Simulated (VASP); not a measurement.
# MoS2 (P-3m1) in VASP: further runs

MoS2 is run at these levels: PBEsol, PBE-based screened hybrid; tasks: single point.

All numbers are computed with VASP 6.6.1; they aren't measurements. Logs are shortened: lines on timing, memory, paths and dates and some standing lists are left out, and cuts for length are marked.

## 1. The cell of the first run

It takes space group P-3m1 (No. 164, trigonal). Conventional cell: a = 3.260 Å, b = 3.260 Å, c = 6.186 Å, α = 90.00°, β = 90.00°, γ = 120.00°. Within 3.2 Å of Mo (site symmetry -3m) lie 6 S at 2.42 Å. S (site symmetry 3m) has 3 Mo at 2.42 Å within 3.2 Å.

## 2. Single point, PBEsol

The input, INCAR:

```
PREC = Accurate
ENCUT = 520
EDIFF = 1E-7
ISMEAR = -1
SIGMA = 0.05
LREAL = F
LASPH = T
NELM = 80
ALGO = Normal
ISIF = 2
LWAVE = F
LCHARG = F
GGA = PS
NBANDS = 20
```

The input, KPOINTS:

```
Automatic mesh
0
Gamma
  9 9 4
```

The input, POSCAR:

```
MoS2
1.0
    3.2602315394      0.0000000000      0.0000000000
   -1.6301157697      2.8234433352      0.0000000000
    0.0000000000      0.0000000000      6.1862239516
Mo S
1 2
Direct
    0.0000000000      0.0000000000      0.5000000000
    0.6666666667      0.3333333333      0.7446806800
    0.3333333333      0.6666666667      0.2553193200
```

Potentials or basis: VASP PAW PBE potentials, release 64 (Mo_sv, S).

Started as:

```sh
cat potpaw_PBE.64/Mo_sv/POTCAR potpaw_PBE.64/S/POTCAR > POTCAR
mpirun -np 1 vasp_std > vasp.out
```

OUTCAR:

```text
PREC = Accurate
   ENCUT = 520
   EDIFF = 1E-7
   ISMEAR = -1
   LREAL = F
   LASPH = T
   NELM = 80
   ISIF = 2
   GGA = PS

 ion  position               nearest neighbor table
   1  0.000  0.000  0.500-   2 2.42   3 2.42   3 2.42   2 2.42   2 2.42   3 2.42
   2  0.667  0.333  0.745-   1 2.42   1 2.42   1 2.42
   3  0.333  0.667  0.255-   1 2.42   1 2.42   1 2.42

  LATTYP: Found a hexagonal cell.
 ALAT       =     3.2602315394
 C/A-ratio  =     1.8974799418

  Lattice vectors:

 A1 = (   3.2602315394,   0.0000000000,   0.0000000000)
 A2 = (  -1.6301157697,   2.8234433352,   0.0000000000)
 A3 = (   0.0000000000,   0.0000000000,   6.1862239516)

Analysis of symmetry for initial positions (statically):
=====================================================================
 Subroutine PRICEL returns:
 Original cell was already a primitive cell.

 Routine SETGRP: Setting up the symmetry group for a
 hexagonal supercell.

 Subroutine GETGRP returns: Found 12 space group operations
 (whereof 12 operations were pure point group operations)
 out of a pool of 24 trial point group operations.

The static configuration has the point symmetry D_3d.

Analysis of symmetry for dynamics (positions and initial velocities):
=====================================================================
 Subroutine PRICEL returns:
 Original cell was already a primitive cell.

 Routine SETGRP: Setting up the symmetry group for a
 hexagonal supercell.

 Subroutine GETGRP returns: Found 12 space group operations
 (whereof 12 operations were pure point group operations)
 out of a pool of 24 trial point group operations.

The dynamic configuration has the point symmetry D_3d.

 Subroutine INISYM returns: Found 12 space group operations
 (whereof 12 operations are pure point group operations),
 and found     1 'primitive' translations

----------------------------------------------------------------------------------------

                                     Primitive cell

  volume of cell :      56.9447

  direct lattice vectors                    reciprocal lattice vectors
     3.260231539  0.000000000  0.000000000     0.306726681  0.177088732  0.000000000
    -1.630115770  2.823443335  0.000000000     0.000000000  0.354177464  0.000000000
     0.000000000  0.000000000  6.186223952     0.000000000  0.000000000  0.161649499

[... 75 lines left out ...]
 SYSTEM =  unknown system
   PREC   = accura    normal or accurate (medium, high low for compatibility)
   ISTART =      0    job   : 0-new  1-cont  2-samecut
   ICHARG =      2    charge: 1-file 2-atom 10-const
   ISPIN  =      1    spin polarized calculation?
   LNONCOLLINEAR =      F non collinear calculations
   LSORBIT =      F    spin-orbit coupling
   LASPH  =      T    aspherical Exc in radial PAW
   ENCUT  =  520.0 eV  38.22 Ry    6.18 a.u.   6.06  6.06 11.50*2*pi/ulx,y,z
   NELM   =     80;   NELMIN=  2; NELMDL= -5     # of ELM steps
   EDIFF  = 0.1E-06   stopping-criterion for ELM
   LREAL  =      F    real-space projection
   EDIFFG = 0.1E-05   stopping-criterion for IOM
   NSW    =      0    number of steps for IOM
   IBRION =     -1    ionic relax: 0-MD 1-quasi-New 2-CG
   NFREE  =      0    steps in history (QN), initial steepest desc. (CG)
   ISIF   =      2    stress and relaxation
   ISYM   =      2    0-nonsym 1-usesym 2-fastsym
   POTIM  = 0.5000    time-step for ionic-motion
   TEBEG  =    0.0;   TEEND  =   0.0 temperature during run
   PSTRESS=    0.0 pullay stress
   NELECT =      26.0000    total number of electrons
   NUPDOWN=      -1.0000    fix difference up-down
   EMIN   =  10.00;   EMAX   =-10.00  energy-range for DOS
   EFERMI =   0.00;   METHOD = LEGACY
   ISMEAR =    -1;   SIGMA  =   0.05  broadening in eV -4-tet -1-fermi 0-gaus
   EFERMI_NEDOS =   21; number of points for ismear=-14 and -15
   IALGO  =     38    algorithm
   IMIX   =      4    mixing-type and parameters
     AMIX     =   0.40;   BMIX     =  1.00
     AMIX_MAG =   1.60;   BMIX_MAG =  1.00
  volume/ion in A,a.u.               =      18.98       128.09
  Fermi-wavevector in a.u.,A,eV,Ry     =   1.260612  2.382212 21.621610  1.589144
  Thomas-Fermi vector in A             =   2.394113
   LORBIT       =      0    0 simple, 1 ext, 2 COOP (PROOUT), +10 PAW based schemes
   GGA     = PS    functional components
   LHFCALC =     F    Hartree Fock is set to
   AEXX    =    0.0000 exact exchange contribution
   IVDW    =     0    specifies the selected vdW correction
   LEPSILON=     F    determine dielectric tensor
   LRPA    =     F    only Hartree local field effects (RPA)
 non-spin polarized calculation
  energy-cutoff  :      520.00
  volume of cell :       56.94
 maximum number of plane-waves:      1572
   NGX = 13   NGY = 13   NGZ = 23

 number of electron      26.0000002 magnetization

 Free energy of the ion-electron system (eV)
  ---------------------------------------------------
  ext. energy  EPLUGINS =         0.00000000
  ---------------------------------------------------
  free energy    TOTEN  =       -22.54090593 eV

  energy without entropy =      -22.53111765  energy(sigma->0) =      -22.53601179

 E-fermi :   6.8338     XC(G=0): -10.6345

 val. band max:        6.8270844169   @ k =   0.3333   0.2222   0.0000
 cond. band min:       6.9464758930   @ k =   0.0000   0.0000   0.5000
 fundamental gap:      0.1193914761
 Fermi energy:         6.8337506920

 k-point     1 :       0.0000    0.0000    0.0000
  band No.  band energies     occupation
      1     -54.8675      2.00000
      2     -28.9247      2.00000
      3     -28.9247      2.00000
      4     -28.9130      2.00000
      5      -7.9684      2.00000
      6      -6.4182      2.00000
[... 541 lines left out ...]
     19      15.1089      0.00000
     20      15.2824      0.00000

 [... further k-points ...]
[... 5 lines left out ...]
  --------------------------------------------------------------------------------------
  -------------------------------------------------------------------------------------
  Total       -1.8159527     -1.8159527      0.2642832     -0.0000000     -0.0000000     -0.0000000
  in kB      -51.0930663    -51.0930663      7.4357875     -0.0000000     -0.0000000     -0.0000000
  external PRESSURE =     -31.5834484 kB  Pullay stress =       0.0000000 kB

 VOLUME and BASIS-vectors are now :
 -----------------------------------------------------------------------------
  energy-cutoff  :      520.00
  volume of cell :       56.94
      direct lattice vectors                 reciprocal lattice vectors
     3.260231539  0.000000000  0.000000000     0.306726681  0.177088732  0.000000000
    -1.630115770  2.823443335  0.000000000     0.000000000  0.354177464  0.000000000
     0.000000000  0.000000000  6.186223952     0.000000000  0.000000000  0.161649499

 POSITION                                       TOTAL-FORCE (eV/Angst)
 -----------------------------------------------------------------------------------
      0.00000      0.00000      3.09311         0.000000      0.000000      0.000000
      1.63012      0.94115      4.60676        -0.000000      0.000000      0.237827
     -0.00000      1.88230      1.57946         0.000000      0.000000     -0.237827
 -----------------------------------------------------------------------------------
    total drift:                                0.000000     -0.000000      0.000000

  FREE ENERGIE OF THE ION-ELECTRON SYSTEM (eV)
  ---------------------------------------------------
  free  energy   TOTEN  =       -22.5409059304 eV

  energy  without entropy=      -22.5311176459  energy(sigma->0) =      -22.53601179
```

OSZICAR:

```text
N       E                     dE             d eps       ncg     rms          rms(c)
DAV:   1     0.194673660237E+03    0.19467E+03   -0.14833E+04  1808   0.122E+03
DAV:   2    -0.164573572813E+02   -0.21113E+03   -0.20607E+03  2100   0.314E+02
DAV:   3    -0.241044386368E+02   -0.76471E+01   -0.75566E+01  2120   0.574E+01
DAV:   4    -0.242008445774E+02   -0.96406E-01   -0.96258E-01  2044   0.687E+00
DAV:   5    -0.242025337786E+02   -0.16892E-02   -0.16889E-02  2136   0.878E-01    0.234E+01
DAV:   6    -0.230666014338E+02    0.11359E+01   -0.14859E+01  1780   0.210E+01    0.906E+00
DAV:   7    -0.226886763893E+02    0.37793E+00   -0.59500E+00  1768   0.127E+01    0.589E+00
DAV:   8    -0.225415306653E+02    0.14715E+00   -0.77198E-01  1904   0.484E+00    0.169E+00
DAV:   9    -0.225423287078E+02   -0.79804E-03   -0.26549E-02  2040   0.984E-01    0.577E-01
DAV:  10    -0.225410742469E+02    0.12545E-02   -0.14452E-02  1920   0.744E-01    0.160E-01
DAV:  11    -0.225409194589E+02    0.15479E-03   -0.10257E-03  1944   0.207E-01    0.524E-02
DAV:  12    -0.225408947721E+02    0.24687E-04   -0.76927E-05  1992   0.562E-02    0.273E-02
DAV:  13    -0.225409058522E+02   -0.11080E-04   -0.35294E-05  1844   0.336E-02    0.913E-03
DAV:  14    -0.225409058439E+02    0.82518E-08   -0.26340E-06  2064   0.934E-03    0.384E-03
DAV:  15    -0.225409059304E+02   -0.86438E-07   -0.35827E-07  1904   0.336E-03
   1 F= -.22540906E+02 E0= -.22536012E+02  d E =-.978828E-02
```

stdout:

```text
POSCAR found type information on POSCAR MoS
 POSCAR found :  2 types and       3 ions
 scaLAPACK will be used
 -----------------------------------------------------------------------------
|                                                                             |
|                                                                             |
|     You enforced a specific xc type in the INCAR file but a different       |
|     I HOPE YOU KNOW WHAT YOU ARE DOING!                                     |
|                                                                             |
 -----------------------------------------------------------------------------

 LDA part: xc-table for (Slater+PW92), standard interpolation
 POSCAR, INCAR and KPOINTS ok, starting setup
 FFT: planning ... GRIDC
 FFT: planning ... GRID_SOFT
 FFT: planning ... GRID
 WAVECAR not read
 entering main loop
```

It took 19 s on 1 thread of Intel Xeon Platinum 8488C (Sapphire Rapids), shared host; peak memory 0.19 GiB.

Results:

| Property | Result |
| --- | --- |
| Free energy | -22.5409 eV |
| Pressure | -3.2 GPa |
| Largest force | 0.238 eV/Å |
| Band gap on the k mesh | zero (band 13 reaches 7.28 eV, above the bottom of band 14 at 6.33 eV) |

Forces in eV/Å, atoms in the order of the input:
```
Mo   0.000  0.000  0.000
S    0.000  0.000  0.238
S    0.000  0.000 -0.238
```

Levels at points of the mesh, in eV from the Fermi level:
```tsv
k point	band 10	band 11	band 12	band 13	band 14	band 15	band 16	band 17
(0.00, 0.00, 0.00)	-1.66	-1.01	-1.01	-0.91	-0.42	-0.42	3.23	3.23
(0.00, 0.00, 0.50)	-3.54	-1.02	-1.02	-0.51	-0.51	0.11	3.42	3.42
```

Caveat: the PAW data sets were made with another functional, which shifts forces and pressure a little; this functional lacks dispersion, which binds the layers, so the pressure and a relaxed spacing across them are unreliable.

## 3. Single point, PBE-based screened hybrid

This run uses another cell than the first one, of the same volume but with other edges.

The input, POSCAR:

```
MoS2
1.0
    3.2274645616      0.0000000000      0.0000000000
   -1.6137322808      2.7950663001      0.0000000000
    0.0000000000      0.0000000000      6.3124734200
Mo S
1 2
Direct
    0.0000000000      0.0000000000      0.5000000000
    0.6666666667      0.3333333333      0.7446806800
    0.3333333333      0.6666666667      0.2553193200
```

The input, INCAR.step1:

```
PREC     = Accurate       # precision mode
ENCUT    = 520            # plane-wave cutoff, eV
EDIFF    = 1E-5           # SCF threshold, eV
ISMEAR   = -1             # smearing method
SIGMA    = 0.05           # smearing width, eV
LREAL    = False          # projectors in reciprocal space
LASPH    = True           # aspherical terms in the spheres
NELM     = 80             # most SCF steps
ALGO     = Normal         # electronic algorithm
ISIF     = 2              # what is computed and relaxed
LWAVE    = True           # write WAVECAR
NBANDS   = 20             # bands
GGA      = PE             # functional
```

The input, INCAR.step2:

```
PREC     = Accurate       # precision mode
ENCUT    = 520            # plane-wave cutoff, eV
EDIFF    = 1E-7           # SCF threshold, eV
ISMEAR   = -1             # smearing method
SIGMA    = 0.05           # smearing width, eV
LREAL    = False          # projectors in reciprocal space
LASPH    = True           # aspherical terms in the spheres
NELM     = 80             # most SCF steps
ALGO     = Normal         # electronic algorithm
ISIF     = 2              # what is computed and relaxed
LWAVE    = False          # write WAVECAR
LCHARG   = True           # write CHGCAR
GGA      = PE             # functional
LHFCALC  = True           # exact exchange
AEXX     = 0.25           # exact-exchange fraction
HFSCREEN = 0.3            # screening, 1/A
PRECFOCK = Normal       
LELF     = True           # ELF
LVHAR    = True         
NBANDS   = 20             # bands
ISTART   = 1
```

The input, KPOINTS:

```
regular mesh
0
Gamma
  5 5 2
```

Potentials or basis: VASP PAW PBE potentials, release 64 (Mo_sv, S).

Started as:

```sh
cat potpaw_PBE.64/Mo_sv/POTCAR potpaw_PBE.64/S/POTCAR > POTCAR
cp INCAR.step1 INCAR
mpirun -np 1 vasp_std > vasp.out
cp INCAR.step2 INCAR
mpirun -np 1 vasp_std > vasp.out
```

Wall time 26 min (1 thread of Intel Xeon Platinum 8259CL at 2.50GHz (Skylake/Cascade Lake), shared host); peak memory 0.29 GiB.

The run converged. Its results:

- Free energy: -24.3156 eV
- Pressure: -3.0 GPa
- Largest force: 0.347 eV/Å
- Band gap on the k mesh: zero (band 13 reaches 6.62 eV, above the bottom of band 14 at 6.27 eV)

Forces in eV/Å, atoms in the order of the input:
```
Mo   0.000  0.000  0.000
S    0.000  0.000 -0.347
S    0.000  0.000  0.347
```

Stress tensor (GPa, compression positive):
```
-3.00  0.00  0.00
 0.00 -3.00  0.00
 0.00  0.00 -2.87
```

Levels at points of the mesh, in eV from the Fermi level:
```
           k point  band 11  band 12  band 13  band 14  band 15  band 16
(0.00, 0.00, 0.00)    -1.01    -0.90    -0.90    -0.27    -0.27     3.87
(0.00, 0.00, 0.50)    -0.91    -0.91    -0.34    -0.34     0.03     4.05
```

Caveat: the k points lie up to 0.50 Å⁻¹ apart; the PAW data sets were made with another functional, which shifts forces and pressure a little.

## 4. Single point, PBEsol (volume scaled by 0.94)

The input, INCAR:

```
PREC = Accurate
ENCUT = 520
EDIFF = 1E-6
ISMEAR = -1
SIGMA = 0.05
LREAL = False
LASPH = True
NELM = 100
ALGO = Normal
ISIF = 2
LWAVE = False
LCHARG = False
GGA = PS
NBANDS = 20
```

The input, KPOINTS:

```
Automatic mesh
0
Gamma
  9 9 4
```

The input, POSCAR:

```
MoS2
1.0
    3.1615794509      0.0000000000      0.0000000000
   -1.5807897255      2.7380081205      0.0000000000
    0.0000000000      0.0000000000      6.1836112739
Mo S
1 2
Direct
    0.0000000000      0.0000000000      0.5000000000
    0.6666666667      0.3333333333      0.7446806800
    0.3333333333      0.6666666667      0.2553193200
```

Potentials or basis: VASP PAW PBE potentials, release 64 (Mo_sv, S).

Started as:

```sh
cat potpaw_PBE.64/Mo_sv/POTCAR potpaw_PBE.64/S/POTCAR > POTCAR
mpirun -np 1 vasp_std > vasp.out
```

OUTCAR:

```text
PREC = Accurate
   ENCUT = 520
   EDIFF = 1E-6
   ISMEAR = -1
   LREAL = False
   LASPH = True
   NELM = 100
   ISIF = 2
   GGA = PS

 ion  position               nearest neighbor table
   1  0.000  0.000  0.500-   2 2.37   3 2.37   3 2.37   2 2.37   2 2.37   3 2.37
   2  0.667  0.333  0.745-   1 2.37   1 2.37   1 2.37
   3  0.333  0.667  0.255-   1 2.37   1 2.37   1 2.37

  LATTYP: Found a hexagonal cell.
 ALAT       =     3.1615794509
 C/A-ratio  =     1.9558614199

  Lattice vectors:

[... 191 lines left out ...]
      4     -28.0588      2.00000
      5      -7.6107      2.00000
      6      -5.9537      2.00000
[... 541 lines left out ...]
     19      15.9545      0.00000
     20      16.2368      0.00000

 [... further k-points ...]
[... 5 lines left out ...]
  --------------------------------------------------------------------------------------
  -------------------------------------------------------------------------------------
  Total        1.2950679      1.2950679      2.9687280     -0.0000000      0.0000000     -0.0000000
  in kB       38.7634211     38.7634211     88.8587060     -0.0000000      0.0000000     -0.0000000
  external PRESSURE =      55.4618494 kB  Pullay stress =       0.0000000 kB

 VOLUME and BASIS-vectors are now :
 -----------------------------------------------------------------------------
  energy-cutoff  :      520.00
  volume of cell :       53.53
      direct lattice vectors                 reciprocal lattice vectors
     3.161579451  0.000000000  0.000000000     0.316297602  0.182614506  0.000000000
    -1.580789726  2.738008120  0.000000000     0.000000000  0.365229012  0.000000000
     0.000000000  0.000000000  6.183611274     0.000000000  0.000000000  0.161717798

 POSITION                                       TOTAL-FORCE (eV/Angst)
 -----------------------------------------------------------------------------------
      0.00000      0.00000      3.09181        -0.000000      0.000000      0.000000
      1.58079      0.91267      4.60482         0.000000      0.000000      1.090866
     -0.00000      1.82534      1.57880        -0.000000      0.000000     -1.090866
 -----------------------------------------------------------------------------------
    total drift:                                0.000000     -0.000000      0.000000

  FREE ENERGIE OF THE ION-ELECTRON SYSTEM (eV)
  ---------------------------------------------------
  free  energy   TOTEN  =       -22.5569345685 eV

  energy  without entropy=      -22.5491147689  energy(sigma->0) =      -22.55302467
```

stdout:

```text
POSCAR found type information on POSCAR MoS
 POSCAR found :  2 types and       3 ions
 scaLAPACK will be used
 -----------------------------------------------------------------------------
|                                                                             |
|                                                                             |
|     You enforced a specific xc type in the INCAR file but a different       |
|     I HOPE YOU KNOW WHAT YOU ARE DOING!                                     |
|                                                                             |
 -----------------------------------------------------------------------------

 LDA part: xc-table for (Slater+PW92), standard interpolation
 POSCAR, INCAR and KPOINTS ok, starting setup
 FFT: planning ... GRIDC
 FFT: planning ... GRID_SOFT
 FFT: planning ... GRID
 WAVECAR not read
 entering main loop
```

Wall time 29 s (1 thread of Intel Xeon Platinum 8259CL at 2.50GHz (Skylake/Cascade Lake), shared host); peak memory 0.19 GiB.

Results:

```
Free energy            : -22.5569 eV
Pressure               : 5.5 GPa
Largest force          : 1.091 eV/Å
Band gap on the k mesh : zero (band 13 reaches 8.29 eV, above the bottom of band 14 at 7.30 eV)
```

Forces on the atoms (eV/Å):
```
Mo   0.000  0.000  0.000
S    0.000  0.000  1.091
S    0.000  0.000 -1.091
```

Levels at points of the mesh, in eV from the Fermi level:
| k point | band 10 | band 11 | band 12 | band 13 | band 14 | band 15 | band 16 | band 17 |
| --- | --- | --- | --- | --- | --- | --- | --- | --- |
| (0.00, 0.00, 0.00) | -1.90 | -1.24 | -1.06 | -1.06 | -0.25 | -0.25 | 3.48 | 3.48 |
| (0.00, 0.00, 0.50) | -3.85 | -1.07 | -1.07 | -0.32 | -0.32 | -0.02 | 3.66 | 3.66 |

Caveat: the PAW data sets were made with another functional, which shifts forces and pressure a little; this functional lacks dispersion, which binds the layers, so the pressure and a relaxed spacing across them are unreliable.

## 5. Overview

```csv
level,cell,k mesh,grid for exact exchange (PRECFOCK),share of exact exchange,screening parameter,gap on the mesh (eV),pressure (GPa),largest force (eV/Å)
PBEsol,"a = 3.260, b = 3.260, c = 6.186 Å, angles 90.0, 90.0, 120.0°, 3 atoms",9 × 9 × 4,-,-,-,none,-3.2,0.24
PBE-based screened hybrid,"a = 3.227, b = 3.227, c = 6.312 Å, angles 90.0, 90.0, 120.0°, 3 atoms",5 × 5 × 2,Normal,0.25,0.3 1/Å,none,-3.0,0.35
PBEsol,"a = 3.162, b = 3.162, c = 6.184 Å, angles 90.0, 90.0, 120.0°, 3 atoms",9 × 9 × 4,-,-,-,none,5.5,1.09
```

Alike in all rows: task single point; potentials or basis VASP PAW PBE potentials, release 64 (Mo_sv, S); no spin polarisation; cutoff (eV) 520; smearing fermi-dirac 0.05 eV.

Caveats: some runs use coarse meshes; the PAW data sets were made with another functional, which shifts forces and pressure a little; this functional lacks dispersion, which binds the layers, so the pressure and a relaxed spacing across them are unreliable (some runs).

Absolute energies hang on the potentials; compare differences alone.
